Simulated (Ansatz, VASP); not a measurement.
GaN in VASP and in Ansatz

```
CELL_PARAMETERS angstrom
3.21865 0.00000 0.00000
-1.60932 2.78743 0.00000
0.00000 0.00000 5.24350
ATOMIC_POSITIONS crystal
Ga 0.33333 0.66667 0.99913
Ga 0.66667 0.33333 0.49913
N 0.33333 0.66667 0.37587
N 0.66667 0.33333 0.87587
```

Alike in both runs: functional PBE; k mesh 12 × 12 × 6; occupations fermi-dirac, width 0.02 eV; no spin polarisation.

Ansatz relaxed the structure, and its values are those at the end. VASP's run is a single point on that final structure, the one shown.

|  | VASP | Ansatz |
| --- | --- | --- |
| version | VASP 6.6.1 | Ansatz 0.2.0 |
| potentials or method | VASP PAW PBE potentials, release 64 (Ga_d, N), cutoff 520 eV | PAW plane waves |
| valence electrons in the cell | 36 | 36 |

```csv
,VASP,Ansatz,Ansatz less VASP
gap on the k mesh at the Fermi level (eV),1.71,1.71,-0.004
pressure (GPa),0.1,0.0,-0.09
```

The functional is the same, so the differences come from potentials, cutoffs and numerics.
